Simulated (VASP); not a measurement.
# Zn2CdS3 (I-4m2) in VASP: further runs

The runs below take Zn2CdS3 through single point, with PBE.

Everything below comes from runs of VASP 6.6.1. Logs are shortened: lines on timing, memory, paths and dates and some standing lists are left out, and cuts for length are marked.

### 1 The cell of the first run

The structure is tetragonal, space group I-4m2 (No. 119). The conventional cell has a = 3.944 Å, b = 3.944 Å, c = 16.956 Å, α = 90.00°, β = 90.00°, γ = 90.00°. Zn (site symmetry 2mm) has 4 S at 2.37 Å within 3.1 Å. Cd (site symmetry -4m2) has 4 S at 2.54 Å within 3.4 Å. Within 3.1 Å of S (site symmetry 2mm) lie 2 Zn at 2.37 Å and 2 Cd at 2.54 Å. S (site symmetry -4m2) has 4 Zn at 2.37 Å within 3.1 Å.

### 2 Single point, PBE

INCAR

```
PREC     = Accurate       # precision mode
ENCUT    = 520            # plane-wave cutoff, eV
EDIFF    = 1E-6           # SCF threshold, eV
ISMEAR   = 0              # smearing method
SIGMA    = 0.02           # smearing width, eV
LREAL    = False          # projectors in reciprocal space
LASPH    = True           # aspherical terms in the spheres
NELM     = 80             # most SCF steps
ALGO     = Normal         # electronic algorithm
ISIF     = 2              # what is computed and relaxed
LWAVE    = False          # write WAVECAR
LCHARG   = False          # write CHGCAR
GGA      = PE             # functional
NBANDS   = 36             # bands
```

KPOINTS

```
Automatic mesh
0
Gamma
  10 10 10
```

POSCAR

```
Zn2CdS3
1.0
   -1.9721813519      1.9721813519      8.4779023854
    1.9721813519     -1.9721813519      8.4779023854
    1.9721813519      1.9721813519     -8.4779023854
Zn Cd S
2 1 3
Direct
    0.4220167493      0.9220167493      0.5000000000
    0.0779832507      0.5779832507      0.5000000000
    0.7500000000      0.2500000000      0.5000000000
    0.6553844398      0.6553844398      0.0000000000
    0.3446155602      0.3446155602      0.0000000000
    0.0000000000      0.0000000000      0.0000000000
```

Potentials or basis: VASP PAW PBE potentials, release 64 (Zn, Cd, S).

Started as:

```bash
$ cat potpaw_PBE.64/Zn/POTCAR potpaw_PBE.64/Cd/POTCAR potpaw_PBE.64/S/POTCAR > POTCAR
$ mpirun -np 1 vasp_std > vasp.out
```

OUTCAR:

```text
PREC = Accurate
   ENCUT = 520
   EDIFF = 1E-6
   ISMEAR = 0
   LREAL = False
   LASPH = True
   NELM = 80
   ISIF = 2
   GGA = PE

 ion  position               nearest neighbor table
   1  0.422  0.922  0.500-   5 2.37   5 2.37   6 2.37   6 2.37
   2  0.078  0.578  0.500-   4 2.37   4 2.37   6 2.37   6 2.37
   3  0.750  0.250  0.500-   5 2.54   4 2.54   5 2.54   4 2.54
   4  0.655  0.655  0.000-   2 2.37   2 2.37   3 2.54   3 2.54
   5  0.345  0.345  0.000-   1 2.37   1 2.37   3 2.54   3 2.54
   6  0.000  0.000  0.000-   2 2.37   1 2.37   2 2.37   1 2.37

  LATTYP: Found a body centered tetragonal cell.
 ALAT       =     3.9443627038
 C/A-ratio  =     4.2987438134

  Lattice vectors:

 A1 = (  -1.9721813519,   1.9721813519,   8.4779023854)
 A2 = (   1.9721813519,  -1.9721813519,   8.4779023854)
 A3 = (   1.9721813519,   1.9721813519,  -8.4779023854)

Analysis of symmetry for initial positions (statically):
=====================================================================
 Subroutine PRICEL returns:
 Original cell was already a primitive cell.

 Routine SETGRP: Setting up the symmetry group for a
 body centered tetragonal supercell.

 Subroutine GETGRP returns: Found  8 space group operations
 (whereof  8 operations were pure point group operations)
 out of a pool of 16 trial point group operations.

The static configuration has the point symmetry D_2d.

Analysis of symmetry for dynamics (positions and initial velocities):
=====================================================================
 Subroutine PRICEL returns:
 Original cell was already a primitive cell.

 Routine SETGRP: Setting up the symmetry group for a
 body centered tetragonal supercell.

 Subroutine GETGRP returns: Found  8 space group operations
 (whereof  8 operations were pure point group operations)
 out of a pool of 16 trial point group operations.

The dynamic configuration has the point symmetry D_2d.

 Subroutine INISYM returns: Found  8 space group operations
 (whereof  8 operations are pure point group operations),
 and found     1 'primitive' translations

----------------------------------------------------------------------------------------

                                     Primitive cell

  volume of cell :     131.8992

  direct lattice vectors                    reciprocal lattice vectors
    -1.972181352  1.972181352  8.477902385     0.000000000  0.253526381  0.058976853
     1.972181352 -1.972181352  8.477902385     0.253526381  0.000000000  0.058976853
     1.972181352  1.972181352 -8.477902385     0.253526381  0.253526381  0.000000000

  length of vectors
     8.924899295  8.924899295  8.924899295     0.260295783  0.260295783  0.358540446

  position of ions in fractional coordinates (direct lattice)
     0.422016749  0.922016749  0.500000000
     0.077983251  0.577983251  0.500000000
     0.750000000  0.250000000  0.500000000
     0.655384440  0.655384440  0.000000000
     0.344615560  0.344615560  0.000000000
     0.000000000  0.000000000  0.000000000

  ion indices of the primitive-cell ions
   primitive index   ion index
                 1           1
                 2           2
                 3           3
                 4           4
                 5           5
                 6           6

----------------------------------------------------------------------------------------

 KPOINTS: Automatic mesh

Automatic generation of k-mesh.
 Grid dimensions read from file:
 generate k-points for:   10   10   10

 Generating k-lattice:

  Cartesian coordinates                     Fractional coordinates (reciprocal lattice)
     0.000000000  0.025352638  0.005897685     0.100000000 -0.000000000  0.000000000
     0.025352638  0.000000000  0.005897685    -0.000000000  0.100000000  0.000000000
     0.025352638  0.025352638  0.000000000     0.000000000  0.000000000  0.100000000

  Length of vectors
     0.026029578  0.026029578  0.035854045

  Shift w.r.t. Gamma in fractional coordinates (k-lattice)
     0.000000000  0.000000000  0.000000000

 Subroutine IBZKPT returns following result:
 ===========================================

 Found    102 irreducible k-points:

 Following reciprocal coordinates:
            Coordinates               Weight
  0.000000  0.000000  0.000000      1.000000
  0.100000  0.000000 -0.000000      8.000000
  0.200000  0.000000 -0.000000      8.000000
  0.300000  0.000000 -0.000000      8.000000
  0.400000  0.000000 -0.000000      8.000000
  0.500000 -0.000000  0.000000      4.000000
[... 16 lines left out ...]
  0.300000  0.300000 -0.000000      8.000000
  0.400000  0.300000 -0.000000     16.000000
 [... further k-points ...]
   k-points           NKPTS =    102   k-points in BZ     NKDIM =    102   number of bands    NBANDS=     36
   number of dos      NEDOS =    301   number of ions     NIONS =      6
   total plane-waves  NPLWV = 343000
   dimension x,y,z NGX =    70 NGY =   70 NGZ =   70
   dimension x,y,z NGXF=   140 NGYF=  140 NGZF=  140
   ions per type =               2   1   3
   NGX,Y,Z   is equivalent  to a cutoff of  13.04, 13.04, 13.04 a.u.
   NGXF,Y,Z  is equivalent  to a cutoff of  26.08, 26.08, 26.08 a.u.
 SYSTEM =  unknown system
   PREC   = accura    normal or accurate (medium, high low for compatibility)
   ISTART =      0    job   : 0-new  1-cont  2-samecut
   ICHARG =      2    charge: 1-file 2-atom 10-const
   ISPIN  =      1    spin polarized calculation?
   LNONCOLLINEAR =      F non collinear calculations
   LSORBIT =      F    spin-orbit coupling
   LASPH  =      T    aspherical Exc in radial PAW
   ENCUT  =  520.0 eV  38.22 Ry    6.18 a.u.  16.59 16.59 16.59*2*pi/ulx,y,z
   NELM   =     80;   NELMIN=  2; NELMDL= -5     # of ELM steps
   EDIFF  = 0.1E-05   stopping-criterion for ELM
   LREAL  =      F    real-space projection
[... 7 lines left out ...]
   TEBEG  =    0.0;   TEEND  =   0.0 temperature during run
   PSTRESS=    0.0 pullay stress
   NELECT =      54.0000    total number of electrons
   NUPDOWN=      -1.0000    fix difference up-down
   EMIN   =  10.00;   EMAX   =-10.00  energy-range for DOS
   EFERMI =   0.00;   METHOD = LEGACY
   ISMEAR =     0;   SIGMA  =   0.02  broadening in eV -4-tet -1-fermi 0-gaus
   EFERMI_NEDOS =   21; number of points for ismear=-14 and -15
   IALGO  =     38    algorithm
   IMIX   =      4    mixing-type and parameters
     AMIX     =   0.40;   BMIX     =  1.00
     AMIX_MAG =   1.60;   BMIX_MAG =  1.00
  volume/ion in A,a.u.               =      21.98       148.35
  Fermi-wavevector in a.u.,A,eV,Ry     =   1.215604  2.297158 20.105229  1.477693
  Thomas-Fermi vector in A             =   2.350985
   LORBIT       =      0    0 simple, 1 ext, 2 COOP (PROOUT), +10 PAW based schemes
   GGA     = PE    functional components
   LHFCALC =     F    Hartree Fock is set to
   AEXX    =    0.0000 exact exchange contribution
   IVDW    =     0    specifies the selected vdW correction
   LEPSILON=     F    determine dielectric tensor
   LRPA    =     F    only Hartree local field effects (RPA)
 non-spin polarized calculation
 Gauss-broadening in eV      SIGMA  =   0.02
  energy-cutoff  :      520.00
  volume of cell :      131.90
 maximum number of plane-waves:      3615
 NGX is ok and might be reduce to    70
   NGX = 33   NGY = 33   NGZ = 33

 number of electron      53.9999991 magnetization

 Free energy of the ion-electron system (eV)
  ---------------------------------------------------
  ext. energy  EPLUGINS =         0.00000000
  ---------------------------------------------------
  free energy    TOTEN  =       -19.76482359 eV

  energy without entropy =      -19.76482359  energy(sigma->0) =      -19.76482359

 E-fermi :   1.7413     XC(G=0):  -9.3357

 val. band max:        1.6030870966   @ k =   0.0000   0.0000   0.0000
 cond. band min:       3.1462297710   @ k =   0.0000   0.0000   0.0000
 fundamental gap:      1.5431426744
 Fermi energy:         1.7413428674

 k-point     1 :       0.0000    0.0000    0.0000
  band No.  band energies     occupation
      1     -11.1299      2.00000
      2     -10.4952      2.00000
      3     -10.2959      2.00000
      4      -5.9759      2.00000
      5      -5.9759      2.00000
      6      -5.9759      2.00000
[... 28 lines left out ...]
     35       8.0815      0.00000
     36       9.7777      0.00000

 k-point     2 :       0.1000    0.0000   -0.0000
  band No.  band energies     occupation
      1     -11.0863      2.00000
      2     -10.4877      2.00000
      3     -10.2811      2.00000
      4      -5.9955      2.00000
      5      -5.9733      2.00000
      6      -5.9291      2.00000
[... 28 lines left out ...]
     35       8.2453      0.00000
     36       9.4590      0.00000

 k-point     3 :       0.2000    0.0000   -0.0000
  band No.  band energies     occupation
      1     -10.9636      2.00000
      2     -10.4644      2.00000
      3     -10.2521      2.00000
      4      -5.9942      2.00000
      5      -5.9667      2.00000
      6      -5.8567      2.00000
[... 28 lines left out ...]
     35       8.5729      0.00000
     36       9.0071      0.00000
[... 742 lines left out ...]
 k-point    23 :       0.3000    0.3000   -0.0000
  band No.  band energies     occupation
      1     -10.4990      2.00000
      2     -10.3343      2.00000
      3     -10.1636      2.00000
      4      -5.8903      2.00000
      5      -5.8827      2.00000
      6      -5.8066      2.00000
[... 28 lines left out ...]
     35       9.0364      0.00000
     36       9.5394      0.00000

 k-point    24 :       0.4000    0.3000   -0.0000
  band No.  band energies     occupation
      1     -10.3584      2.00000
      2     -10.2753      2.00000
      3     -10.1779      2.00000
      4      -5.8636      2.00000
      5      -5.8461      2.00000
      6      -5.8222      2.00000
[... 28 lines left out ...]
     35       9.1681      0.00000
     36       9.9086      0.00000

 [... further k-points ...]

------------------------ aborting loop because EDIFF is reached ----------------------------------------

  FORCE on cell =-STRESS in cart. coord.  units (eV):
  Direction    XX          YY          ZZ          XY          YZ          ZX
  --------------------------------------------------------------------------------------
  -------------------------------------------------------------------------------------
  Total        0.1559840      0.1559840      0.2039289      0.0000000      0.0000000     -0.0000000
  in kB        1.8947348      1.8947348      2.4771206      0.0000000      0.0000000     -0.0000000
  external PRESSURE =       2.0888634 kB  Pullay stress =       0.0000000 kB

 VOLUME and BASIS-vectors are now :
 -----------------------------------------------------------------------------
  energy-cutoff  :      520.00
  volume of cell :      131.90
      direct lattice vectors                 reciprocal lattice vectors
    -1.972181352  1.972181352  8.477902385     0.000000000  0.253526381  0.058976853
     1.972181352 -1.972181352  8.477902385     0.253526381  0.000000000  0.058976853
     1.972181352  1.972181352 -8.477902385     0.253526381  0.253526381  0.000000000

 POSITION                                       TOTAL-FORCE (eV/Angst)
 -----------------------------------------------------------------------------------
      1.97218      0.00000      7.15563         0.000000     -0.000000      0.004461
      1.97218      0.00000      1.32227         0.000000     -0.000000     -0.004461
     -0.00000      1.97218      4.23895        -0.000000      0.000000     -0.000000
      0.00000      0.00000     11.11257        -0.000000      0.000000     -0.022379
      0.00000      0.00000      5.84323        -0.000000      0.000000      0.022379
      0.00000      0.00000      0.00000        -0.000000      0.000000      0.000000
 -----------------------------------------------------------------------------------
    total drift:                               -0.000001      0.000001      0.000000

  FREE ENERGIE OF THE ION-ELECTRON SYSTEM (eV)
  ---------------------------------------------------
  free  energy   TOTEN  =       -19.7648235867 eV

  energy  without entropy=      -19.7648235867  energy(sigma->0) =      -19.76482359
```

Run time: 35 min. Hardware: 1 thread of AMD EPYC 7R13 (Zen 3), shared host; peak memory 0.97 GiB.

What came out:

| Property | Result |
| --- | --- |
| Free energy | -19.7648 eV |
| Pressure | 0.2 GPa |
| Largest force | 0.022 eV/Å |
| Band gap on the k mesh | 1.54 eV |

Forces in eV/Å, atoms in the order of the input:
```
Zn   0.000  0.000  0.004
Zn   0.000  0.000 -0.004
Cd   0.000  0.000  0.000
S    0.000  0.000 -0.022
S    0.000  0.000  0.022
S    0.000  0.000  0.000
```

A k mesh can miss the band edges.

### 3 Single point, PBE

INCAR

```
SYSTEM = Zn2CdS3
PREC     = Accurate       ! precision mode
ENCUT    = 520            ! plane-wave cutoff, eV
EDIFF    = 1E-6           ! SCF threshold, eV
ISMEAR   = 0              ! smearing method
SIGMA    = 0.02           ! smearing width, eV
LREAL    = .FALSE.        ! projectors in reciprocal space
LASPH    = .TRUE.         ! aspherical terms in the spheres
NELM     = 80             ! most SCF steps
ALGO     = Normal         ! electronic algorithm
ISIF     = 2              ! what is computed and relaxed
LWAVE    = .FALSE.        ! write WAVECAR
LCHARG   = .FALSE.        ! write CHGCAR
GGA      = PE             ! functional
NBANDS   = 36             ! bands
```

KPOINTS

```
regular mesh
0
G
  10 10 10
  0 0 0
```

POSCAR is that of step 2.

Potentials or basis: VASP PAW PBE potentials, release 64 (Zn, Cd, S).

Started as:

```bash
$ cat potpaw_PBE.64/Zn/POTCAR potpaw_PBE.64/Cd/POTCAR potpaw_PBE.64/S/POTCAR > POTCAR
$ mpirun -np 1 vasp_std > vasp.out
```

OUTCAR:

```text
SYSTEM = Zn2CdS3
   PREC = Accurate
   ENCUT = 520
   EDIFF = 1E-6
   ISMEAR = 0
   LREAL = .FALSE.
   LASPH = .TRUE.
   NELM = 80
   ISIF = 2
   GGA = PE

 ion  position               nearest neighbor table
   1  0.422  0.922  0.500-   5 2.37   5 2.37   6 2.37   6 2.37
   2  0.078  0.578  0.500-   4 2.37   4 2.37   6 2.37   6 2.37
   3  0.750  0.250  0.500-   5 2.54   4 2.54   5 2.54   4 2.54
   4  0.655  0.655  0.000-   2 2.37   2 2.37   3 2.54   3 2.54
   5  0.345  0.345  0.000-   1 2.37   1 2.37   3 2.54   3 2.54
   6  0.000  0.000  0.000-   2 2.37   1 2.37   2 2.37   1 2.37

[... 1143 lines left out ...]
  -------------------------------------------------------------------------------------
  Total        0.1559840      0.1559840      0.2039289      0.0000000      0.0000000     -0.0000000
  in kB        1.8947348      1.8947348      2.4771206      0.0000000      0.0000000     -0.0000000
  external PRESSURE =       2.0888634 kB  Pullay stress =       0.0000000 kB

 VOLUME and BASIS-vectors are now :
 -----------------------------------------------------------------------------
  energy-cutoff  :      520.00
  volume of cell :      131.90
      direct lattice vectors                 reciprocal lattice vectors
    -1.972181352  1.972181352  8.477902385     0.000000000  0.253526381  0.058976853
     1.972181352 -1.972181352  8.477902385     0.253526381  0.000000000  0.058976853
     1.972181352  1.972181352 -8.477902385     0.253526381  0.253526381  0.000000000

 POSITION                                       TOTAL-FORCE (eV/Angst)
 -----------------------------------------------------------------------------------
      1.97218      0.00000      7.15563         0.000000     -0.000000      0.004461
      1.97218      0.00000      1.32227         0.000000     -0.000000     -0.004461
     -0.00000      1.97218      4.23895        -0.000000      0.000000     -0.000000
      0.00000      0.00000     11.11257        -0.000000      0.000000     -0.022379
      0.00000      0.00000      5.84323        -0.000000      0.000000      0.022379
      0.00000      0.00000      0.00000        -0.000000      0.000000      0.000000
 -----------------------------------------------------------------------------------
    total drift:                               -0.000001      0.000001      0.000000

  FREE ENERGIE OF THE ION-ELECTRON SYSTEM (eV)
  ---------------------------------------------------
  free  energy   TOTEN  =       -19.7648235867 eV

  energy  without entropy=      -19.7648235867  energy(sigma->0) =      -19.76482359
```

OSZICAR:

```text
N       E                     dE             d eps       ncg     rms          rms(c)
DAV:   1     0.424411716804E+03    0.42441E+03   -0.24883E+04  7344   0.164E+03
DAV:   2     0.251136108649E+02   -0.39930E+03   -0.38313E+03  7424   0.390E+02
DAV:   3    -0.196779776655E+02   -0.44792E+02   -0.44190E+02  8332   0.128E+02
DAV:   4    -0.211715030883E+02   -0.14935E+01   -0.14879E+01  8744   0.233E+01
DAV:   5    -0.211939787568E+02   -0.22476E-01   -0.22465E-01  8860   0.289E+00    0.120E+01
DAV:   6    -0.197491126031E+02    0.14449E+01   -0.26387E+00 10044   0.341E+01    0.920E+00
DAV:   7    -0.197975450562E+02   -0.48432E-01   -0.26509E+00  8316   0.849E+00    0.437E+00
DAV:   8    -0.197639209767E+02    0.33624E-01   -0.27176E-01  9332   0.466E+00    0.900E-01
DAV:   9    -0.197640490163E+02   -0.12804E-03   -0.25633E-02  8704   0.174E+00    0.243E-01
DAV:  10    -0.197644259947E+02   -0.37698E-03   -0.23555E-03  8592   0.307E-01    0.142E-01
DAV:  11    -0.197647603568E+02   -0.33436E-03   -0.29174E-04  8216   0.107E-01    0.467E-02
DAV:  12    -0.197648137485E+02   -0.53392E-04   -0.59696E-05  8444   0.428E-02    0.131E-02
DAV:  13    -0.197648230471E+02   -0.92985E-05   -0.13026E-05  8348   0.199E-02    0.396E-03
DAV:  14    -0.197648235867E+02   -0.53964E-06   -0.91198E-07  6264   0.657E-03
   1 F= -.19764824E+02 E0= -.19764824E+02  d E =-.398013E-25
```

stdout:

```text
POSCAR found type information on POSCAR ZnCdS
 POSCAR found :  3 types and       6 ions
 scaLAPACK will be used
 LDA part: xc-table for (Slater+PW92), standard interpolation
 POSCAR, INCAR and KPOINTS ok, starting setup
 FFT: planning ... GRIDC
 FFT: planning ... GRID_SOFT
 FFT: planning ... GRID
 WAVECAR not read
 entering main loop
```

Wall time 38 min (1 thread of AMD EPYC 7R13 (Zen 3), shared host); peak memory 0.97 GiB.

What came out:

| Property | Result |
| --- | --- |
| Free energy | -19.7648 eV |
| Pressure | 0.2 GPa |
| Largest force | 0.022 eV/Å |
| Band gap on the k mesh | 1.54 eV |

Forces in eV/Å, atoms in the order of the input:
```
Zn   0.000  0.000  0.004
Zn   0.000  0.000 -0.004
Cd   0.000  0.000  0.000
S    0.000  0.000 -0.022
S    0.000  0.000  0.022
S    0.000  0.000  0.000
```

Levels at points of the mesh, in eV from the valence-band top:
```tsv
k point	band 25	band 26	band 27	band 28	band 29	band 30
(0.00, 0.00, 0.00)	-0.11	0.00	0.00	1.54	3.85	4.02
(0.50, 0.00, 0.00)	-0.97	-0.81	-0.52	3.04	4.05	4.10
(0.50, 0.50, 0.00)	-2.29	-2.01	-2.00	3.47	4.05	4.68
(0.50, 0.50, 0.50)	-0.75	-0.44	-0.44	3.11	3.21	3.68
```

A k mesh can miss the band edges.
